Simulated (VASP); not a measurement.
# C (P6_3/mmc) in VASP: a series of runs

Aim: see how the results for C move with the level of theory and the settings. Levels: PBE, r2SCAN. Tasks: single point.

All numbers are computed with VASP 6.6.1; they aren't measurements. Logs are shortened: lines on timing, memory, paths and dates and some standing lists are left out, and cuts for length are marked.

## 1. The cell of the first run

The structure is hexagonal, space group P6_3/mmc (No. 194). Conventional cell: a = 2.561 Å, b = 2.561 Å, c = 4.262 Å, α = 90.00°, β = 90.00°, γ = 120.00°. C (site symmetry 3m) has 4 C at 1.57 to 1.60 Å within 2.1 Å.

## 2. Single point, PBE (volume changed by +6%)

The input, INCAR:

```
SYSTEM = C
PREC = Accurate ; ENCUT = 520
EDIFF = 1E-7 ; ISMEAR = 0
SIGMA = 0.01 ; LREAL = .False.
LASPH = .True. ; NELM = 60
ALGO = Normal ; ISIF = 2
LWAVE = .False. ; LCHARG = .False.
GGA = PE ; NBANDS = 16
```

The input, KPOINTS:

```
regular mesh
0
Gamma
  9 9 6
  0 0 0
```

The input, POSCAR:

```
C
1.0
    2.5607903770      0.0000000000      0.0000000000
   -1.2803951885      2.2177095203      0.0000000000
    0.0000000000      0.0000000000      4.2624160975
C
4
Direct
    0.3333333333      0.6666666667      0.0002342823
    0.6666666667      0.3333333333      0.5002342823
    0.3333333333      0.6666666667      0.3747657177
    0.6666666667      0.3333333333      0.8747657177
```

Potentials or basis: VASP PAW PBE potentials, release 64 (C).

Started as:

```bash
> cat potpaw_PBE.64/C/POTCAR > POTCAR
> mpirun -np 1 vasp_std > vasp.out
```

OUTCAR:

```text
SYSTEM = C
   PREC = Accurate
   ENCUT = 520
   EDIFF = 1E-7
   ISMEAR = 0
   LREAL = .False.
   LASPH = .True.
   NELM = 60
   ISIF = 2
   GGA = PE

 ion  position               nearest neighbor table
   1  0.333  0.667  0.000-   4 1.57   4 1.57   4 1.57   3 1.60
   2  0.667  0.333  0.500-   3 1.57   3 1.57   3 1.57   4 1.60
   3  0.333  0.667  0.375-   2 1.57   2 1.57   2 1.57   1 1.60
   4  0.667  0.333  0.875-   1 1.57   1 1.57   1 1.57   2 1.60

  LATTYP: Found a hexagonal cell.
 ALAT       =     2.5607903770
 C/A-ratio  =     1.6644923910

  Lattice vectors:

 A1 = (   2.5607903770,   0.0000000000,   0.0000000000)
 A2 = (  -1.2803951885,   2.2177095203,   0.0000000000)
 A3 = (   0.0000000000,   0.0000000000,   4.2624160975)

Analysis of symmetry for initial positions (statically):
=====================================================================
 Subroutine PRICEL returns:
 Original cell was already a primitive cell.

 Routine SETGRP: Setting up the symmetry group for a
 hexagonal supercell.

 Subroutine GETGRP returns: Found 24 space group operations
 (whereof  6 operations were pure point group operations)
 out of a pool of 24 trial point group operations.

The static configuration has the point symmetry C_3v.
 The point group associated with its full space group is D_6h.

Analysis of symmetry for dynamics (positions and initial velocities):
=====================================================================
 Subroutine PRICEL returns:
 Original cell was already a primitive cell.

 Routine SETGRP: Setting up the symmetry group for a
 hexagonal supercell.

 Subroutine GETGRP returns: Found 24 space group operations
 (whereof  6 operations were pure point group operations)
 out of a pool of 24 trial point group operations.

The dynamic configuration has the point symmetry C_3v.
 The point group associated with its full space group is D_6h.

 Subroutine INISYM returns: Found 24 space group operations
 (whereof  6 operations are pure point group operations),
 and found     1 'primitive' translations

----------------------------------------------------------------------------------------

                                     Primitive cell

  volume of cell :      24.2066

  direct lattice vectors                    reciprocal lattice vectors
     2.560790377  0.000000000  0.000000000     0.390504435  0.225457841  0.000000000
    -1.280395189  2.217709520  0.000000000     0.000000000  0.450915682  0.000000000
     0.000000000  0.000000000  4.262416098     0.000000000  0.000000000  0.234608724

  length of vectors
     2.560790377  2.560790377  4.262416098     0.450915682  0.450915682  0.234608724

  position of ions in fractional coordinates (direct lattice)
     0.333333333  0.666666667  0.000234282
     0.666666667  0.333333333  0.500234282
     0.333333333  0.666666667  0.374765718
     0.666666667  0.333333333  0.874765718

  ion indices of the primitive-cell ions
   primitive index   ion index
                 1           1
                 2           2
                 3           3
                 4           4

----------------------------------------------------------------------------------------

 KPOINTS: regular mesh

Automatic generation of k-mesh.
 Grid dimensions read from file:
 generate k-points for:    9    9    6

 Generating k-lattice:

  Cartesian coordinates                     Fractional coordinates (reciprocal lattice)
     0.043389382  0.025050871  0.000000000     0.111111111  0.000000000  0.000000000
     0.000000000  0.050101742  0.000000000     0.000000000  0.111111111  0.000000000
     0.000000000  0.000000000  0.039101454     0.000000000  0.000000000  0.166666667

  Length of vectors
     0.050101742  0.050101742  0.039101454

  Shift w.r.t. Gamma in fractional coordinates (k-lattice)
     0.000000000  0.000000000  0.000000000

 Subroutine IBZKPT returns following result:
 ===========================================

 Found     48 irreducible k-points:

 Following reciprocal coordinates:
            Coordinates               Weight
  0.000000  0.000000  0.000000      1.000000
  0.111111  0.000000  0.000000      6.000000
  0.222222  0.000000  0.000000      6.000000
  0.333333  0.000000  0.000000      6.000000
  0.444444  0.000000  0.000000      6.000000
  0.111111  0.111111  0.000000      6.000000
[... 16 lines left out ...]
  0.333333  0.222222  0.166667     24.000000
  0.333333  0.333333  0.166667      4.000000
 [... further k-points ...]
   k-points           NKPTS =     48   k-points in BZ     NKDIM =     48   number of bands    NBANDS=     16
   number of dos      NEDOS =    301   number of ions     NIONS =      4
   total plane-waves  NPLWV =  12800
   dimension x,y,z NGX =    20 NGY =   20 NGZ =   32
   dimension x,y,z NGXF=    40 NGYF=   40 NGZF=   64
   ions per type =               4
   NGX,Y,Z   is equivalent  to a cutoff of  12.98, 12.98, 12.48 a.u.
   NGXF,Y,Z  is equivalent  to a cutoff of  25.97, 25.97, 24.96 a.u.
 SYSTEM =  C
   PREC   = accura    normal or accurate (medium, high low for compatibility)
   ISTART =      0    job   : 0-new  1-cont  2-samecut
   ICHARG =      2    charge: 1-file 2-atom 10-const
   ISPIN  =      1    spin polarized calculation?
   LNONCOLLINEAR =      F non collinear calculations
   LSORBIT =      F    spin-orbit coupling
   LASPH  =      T    aspherical Exc in radial PAW
   ENCUT  =  520.0 eV  38.22 Ry    6.18 a.u.   4.76  4.76  7.93*2*pi/ulx,y,z
   NELM   =     60;   NELMIN=  2; NELMDL= -5     # of ELM steps
   EDIFF  = 0.1E-06   stopping-criterion for ELM
   LREAL  =      F    real-space projection
   EDIFFG = 0.1E-05   stopping-criterion for IOM
   NSW    =      0    number of steps for IOM
   IBRION =     -1    ionic relax: 0-MD 1-quasi-New 2-CG
   NFREE  =      0    steps in history (QN), initial steepest desc. (CG)
   ISIF   =      2    stress and relaxation
   ISYM   =      2    0-nonsym 1-usesym 2-fastsym
   POTIM  = 0.5000    time-step for ionic-motion
   TEBEG  =    0.0;   TEEND  =   0.0 temperature during run
   PSTRESS=    0.0 pullay stress
   NELECT =      16.0000    total number of electrons
   NUPDOWN=      -1.0000    fix difference up-down
   EMIN   =  10.00;   EMAX   =-10.00  energy-range for DOS
   EFERMI =   0.00;   METHOD = LEGACY
   ISMEAR =     0;   SIGMA  =   0.01  broadening in eV -4-tet -1-fermi 0-gaus
   EFERMI_NEDOS =   21; number of points for ismear=-14 and -15
   IALGO  =     38    algorithm
   IMIX   =      4    mixing-type and parameters
     AMIX     =   0.40;   BMIX     =  1.00
     AMIX_MAG =   1.60;   BMIX_MAG =  1.00
  volume/ion in A,a.u.               =       6.05        40.84
  Fermi-wavevector in a.u.,A,eV,Ry     =   1.426056  2.694856 27.669302  2.033636
  Thomas-Fermi vector in A             =   2.546374
   LORBIT       =      0    0 simple, 1 ext, 2 COOP (PROOUT), +10 PAW based schemes
   GGA     = PE    functional components
   LHFCALC =     F    Hartree Fock is set to
   AEXX    =    0.0000 exact exchange contribution
   IVDW    =     0    specifies the selected vdW correction
   LEPSILON=     F    determine dielectric tensor
   LRPA    =     F    only Hartree local field effects (RPA)
 non-spin polarized calculation
 Gauss-broadening in eV      SIGMA  =   0.01
  energy-cutoff  :      520.00
  volume of cell :       24.21
 maximum number of plane-waves:       664
 NGX is ok and might be reduce to    20
   NGX =  9   NGY =  9   NGZ = 15

 number of electron      16.0000001 magnetization

 Free energy of the ion-electron system (eV)
  ---------------------------------------------------
  ext. energy  EPLUGINS =         0.00000000
  ---------------------------------------------------
  free energy    TOTEN  =       -36.17775051 eV

  energy without entropy =      -36.17775051  energy(sigma->0) =      -36.17775051

 E-fermi :   9.2462     XC(G=0): -12.9228

 val. band max:        9.0721004095   @ k =   0.0000   0.0000   0.0000
 cond. band min:      12.5948093807   @ k =   0.3333   0.3333   0.0000
 fundamental gap:      3.5227089713
 Fermi energy:         9.2462325112

 k-point     1 :       0.0000    0.0000    0.0000
  band No.  band energies     occupation
      1     -11.8332      2.00000
      2      -6.6117      2.00000
      3      -3.8763      2.00000
      4       6.1860      2.00000
      5       6.1860      2.00000
      6       8.6424      2.00000
[... 8 lines left out ...]
     15      21.5634      0.00000
     16      25.7636      0.00000

 k-point     2 :       0.1111    0.0000    0.0000
  band No.  band energies     occupation
      1     -11.5399      2.00000
      2      -6.3451      2.00000
      3      -3.6113      2.00000
      4       4.7895      2.00000
      5       5.6320      2.00000
      6       7.8876      2.00000
[... 8 lines left out ...]
     15      21.9996      0.00000
     16      25.3950      0.00000

 k-point     3 :       0.2222    0.0000    0.0000
  band No.  band energies     occupation
      1     -10.6673      2.00000
      2      -5.5503      2.00000
      3      -2.8687      2.00000
      4       1.9304      2.00000
      5       4.5439      2.00000
      6       5.3887      2.00000
[... 8 lines left out ...]
     15      23.2155      0.00000
     16      23.3728      0.00000

 k-point     4 :       0.3333    0.0000    0.0000
  band No.  band energies     occupation
      1      -9.2469      2.00000
      2      -4.2511      2.00000
      3      -2.2984      2.00000
      4      -0.5291      2.00000
      5       2.6365      2.00000
      6       3.5997      2.00000
[... 8 lines left out ...]
     15      23.1833      0.00000
     16      24.8110      0.00000
[... 324 lines left out ...]
 k-point    22 :       0.2222    0.2222    0.1667
  band No.  band energies     occupation
      1      -8.2426      2.00000
      2      -4.4293      2.00000
      3      -1.8138      2.00000
      4       0.8619      2.00000
      5       1.0270      2.00000
      6       1.8408      2.00000
[... 8 lines left out ...]
     15      22.0912      0.00000
     16      24.5148      0.00000

 k-point    23 :       0.3333    0.2222    0.1667
  band No.  band energies     occupation
      1      -6.4784      2.00000
      2      -3.9163      2.00000
      3      -2.5449      2.00000
      4      -0.2322      2.00000
      5       0.0737      2.00000
      6       2.0108      2.00000
[... 8 lines left out ...]
     15      23.4648      0.00000
     16      24.6441      0.00000

 k-point    24 :       0.3333    0.3333    0.1667
  band No.  band energies     occupation
      1      -4.9154      2.00000
      2      -4.9154      2.00000
      3      -1.1402      2.00000
      4      -1.1222      2.00000
      5      -1.1222      2.00000
      6       2.1106      2.00000
[... 8 lines left out ...]
     15      23.5778      0.00000
     16      23.5778      0.00000

 [... further k-points ...]

------------------------ aborting loop because EDIFF is reached ----------------------------------------

  FORCE on cell =-STRESS in cart. coord.  units (eV):
  Direction    XX          YY          ZZ          XY          YZ          ZX
  --------------------------------------------------------------------------------------
  -------------------------------------------------------------------------------------
  Total       -3.3334950     -3.3334950     -3.4093951      0.0000000     -0.0000000      0.0000000
  in kB     -220.6357339   -220.6357339   -225.6593737      0.0000000     -0.0000000      0.0000000
  external PRESSURE =    -222.3102805 kB  Pullay stress =       0.0000000 kB

 VOLUME and BASIS-vectors are now :
 -----------------------------------------------------------------------------
  energy-cutoff  :      520.00
  volume of cell :       24.21
      direct lattice vectors                 reciprocal lattice vectors
     2.560790377  0.000000000  0.000000000     0.390504435  0.225457841  0.000000000
    -1.280395189  2.217709520  0.000000000     0.000000000  0.450915682  0.000000000
     0.000000000  0.000000000  4.262416098     0.000000000  0.000000000  0.234608724

 POSITION                                       TOTAL-FORCE (eV/Angst)
 -----------------------------------------------------------------------------------
     -0.00000      1.47847      0.00100        -0.000000      0.000000     -0.062136
      1.28040      0.73924      2.13221         0.000000      0.000000     -0.062136
     -0.00000      1.47847      1.59741        -0.000000     -0.000000      0.062136
      1.28040      0.73924      3.72862         0.000000     -0.000000      0.062136
 -----------------------------------------------------------------------------------
    total drift:                               -0.000000      0.000000      0.000000

  FREE ENERGIE OF THE ION-ELECTRON SYSTEM (eV)
  ---------------------------------------------------
  free  energy   TOTEN  =       -36.1777505117 eV

  energy  without entropy=      -36.1777505117  energy(sigma->0) =      -36.17775051
```

Wall time 8.7 s (1 thread of AMD EPYC 9R14 (Zen 4), shared host); peak memory 0.1 GiB.

Results:

* Free energy: -36.1778 eV
* Pressure: -22.2 GPa
* Largest force: 0.062 eV/Å
* Band gap on the k mesh: 3.52 eV, indirect (least direct gap 4.86 eV)

Forces in eV/Å, atoms in the order of the input:
```
C    0.000  0.000 -0.062
C    0.000  0.000 -0.062
C    0.000  0.000  0.062
C    0.000  0.000  0.062
```

Caveat: the cell differs from its parent crystal (volume changed by +6%). A k mesh can miss the band edges.

## 3. Single point, r2SCAN (volume changed by -6%)

The input, POSCAR:

```
C
1.0
    2.4520954136      0.0000000000      0.0000000000
   -1.2260477068      2.1235769207      0.0000000000
    0.0000000000      0.0000000000      4.0837664476
C
4
Direct
    0.3333333333      0.6666666667      0.0002313166
    0.6666666667      0.3333333333      0.5002313166
    0.3333333333      0.6666666667      0.3747686834
    0.6666666667      0.3333333333      0.8747686834
```

The input, INCAR.step1:

```
SYSTEM = C
PREC = Accurate ; ENCUT = 520
ISMEAR = 0 ; SIGMA = 0.01
LREAL = .FALSE. ; LASPH = .TRUE.
NELM = 100 ; NBANDS = 16
GGA = PE ; ALGO = Normal
EDIFF = 1E-4 ; LWAVE = .TRUE.
LCHARG = .FALSE.
```

The input, INCAR.step2:

```
SYSTEM = C
PREC = Accurate ; ENCUT = 520
EDIFF = 1E-6 ; ISMEAR = 0
SIGMA = 0.01 ; LREAL = .FALSE.
LASPH = .TRUE. ; NELM = 100
ALGO = Normal ; ISIF = 2
LWAVE = .FALSE. ; LCHARG = .FALSE.
METAGGA = R2SCAN ; LMIXTAU = .TRUE.
NBANDS = 16 ; ISTART = 1
```

The input, KPOINTS:

```
regular mesh
0
G
  9 9 6
  0 0 0
```

Potentials or basis: VASP PAW PBE potentials, release 64 (C).

Started as:

```bash
> cat potpaw_PBE.64/C/POTCAR > POTCAR
> cp INCAR.step1 INCAR
> mpirun -np 1 vasp_std > vasp.out
> cp INCAR.step2 INCAR
> mpirun -np 1 vasp_std > vasp.out
```

Run time: 32 s. Hardware: 1 thread of AMD EPYC 9R14 (Zen 4), shared host; peak memory 0.1 GiB.

Results (log left out):

* Free energy: -39.0646 eV
* Pressure: 32.7 GPa
* Largest force: 0.091 eV/Å
* Band gap on the k mesh: 3.35 eV, indirect (least direct gap 5.29 eV)

Forces in eV/Å, atoms in the order of the input:
```
C    0.000  0.000  0.091
C    0.000  0.000  0.091
C    0.000  0.000 -0.091
C    0.000  0.000 -0.091
```

Stress tensor (GPa, compression positive):
```
32.53  0.00  0.00
 0.00 32.53  0.00
 0.00  0.00 32.95
```

Levels at points of the mesh, in eV from the valence-band top:
| k point | band 4 | band 5 | band 6 | band 7 | band 8 | band 9 | band 10 | band 11 | band 12 | band 13 |
| --- | --- | --- | --- | --- | --- | --- | --- | --- | --- | --- |
| (0.00, 0.00, 0.00) | -3.48 | -3.48 | -0.55 | 0.00 | 0.00 | 5.29 | 5.29 | 5.73 | 9.27 | 10.42 |
| (0.00, 0.00, 0.50) | -7.84 | -2.10 | -2.10 | -2.10 | -2.10 | 7.85 | 7.85 | 7.85 | 7.85 | 8.57 |

Caveat: the cell differs from its parent crystal (volume changed by -6%); the PAW data sets were made with another functional, which shifts forces and pressure a little. A k mesh can miss the band edges.

## 4. Single point, PBE

This run uses another cell than the first one, of 5.66 Å³/atom, 0.935 times its volume.

The input, INCAR:

```
SYSTEM = C
ALGO = Normal
EDIFF = 1E-6
ENCUT = 520
GGA = PE
ISIF = 2
ISMEAR = 0
LASPH = .TRUE.
LCHARG = .FALSE.
LREAL = .FALSE.
LWAVE = .FALSE.
NBANDS = 16
NELM = 80
PREC = Accurate
SIGMA = 0.01
```

The input, KPOINTS:

```
k-points
0
G
  12 12 6
  0 0 0
```

The input, POSCAR:

```
C
1.0
    2.5031953718      0.0000000000      0.0000000000
   -1.2515976859      2.1678307826      0.0000000000
    0.0000000000      0.0000000000      4.1688692921
C
4
Direct
    0.3333333333      0.6666666667      0.0002313166
    0.6666666667      0.3333333333      0.5002313166
    0.3333333333      0.6666666667      0.3747686834
    0.6666666667      0.3333333333      0.8747686834
```

Started as:

```bash
> cat potpaw_PBE.64/C/POTCAR > POTCAR
> mpirun -np 1 vasp_std > vasp.out
```

Run time: 12 s. Hardware: 1 thread of AMD EPYC 9R14 (Zen 4), shared host; peak memory 0.11 GiB.

It converged, with:

```yaml
Free_energy: -36.2691 eV
Pressure: 4.8 GPa
Largest_force: 0.016 eV/Å
Band_gap_on_the_k_mesh: 3.31 eV, indirect (least direct gap 4.99 eV)
```

Forces on the atoms (eV/Å):
```
C    0.000  0.000  0.016
C    0.000  0.000  0.016
C    0.000  0.000 -0.016
C    0.000  0.000 -0.016
```

Stress tensor (GPa, compression positive):
```
5.12 0.00 0.00
0.00 5.12 0.00
0.00 0.00 4.29
```

Levels at points of the mesh, in eV from the valence-band top:
| k point | band 6 | band 7 | band 8 | band 9 | band 10 | band 11 |
| --- | --- | --- | --- | --- | --- | --- |
| (0.00, 0.00, 0.00) | -0.48 | 0.00 | 0.00 | 4.99 | 4.99 | 5.34 |
| (0.50, 0.00, 0.00) | -6.47 | -5.96 | -3.15 | 4.51 | 8.10 | 8.32 |
| (0.00, 0.00, 0.50) | -1.85 | -1.85 | -1.85 | 7.27 | 7.27 | 7.27 |
| (0.50, 0.00, 0.50) | -5.11 | -4.83 | -4.83 | 5.91 | 5.91 | 6.52 |

## 5. The runs side by side

```tsv
level	cell	k mesh	gap on the mesh (eV)	pressure (GPa)	largest force (eV/Å)
PBE	a = 2.561, b = 2.561, c = 4.262 Å, angles 90.0, 90.0, 120.0°, 4 atoms	9 × 9 × 6	3.52	-22.2	0.06
r2SCAN	a = 2.452, b = 2.452, c = 4.084 Å, angles 90.0, 90.0, 120.0°, 4 atoms	9 × 9 × 6	3.35	32.7	0.09
PBE	a = 2.503, b = 2.503, c = 4.169 Å, angles 90.0, 90.0, 120.0°, 4 atoms	12 × 12 × 6	3.31	4.8	0.02
```

Alike in all rows: task single point; potentials or basis VASP PAW PBE potentials, release 64 (C); no spin polarisation; cutoff (eV) 520; smearing gaussian 0.01 eV.

Caveats: the PAW data sets were made with another functional, which shifts forces and pressure a little (some runs).

Absolute energies hang on the potentials; compare differences alone.
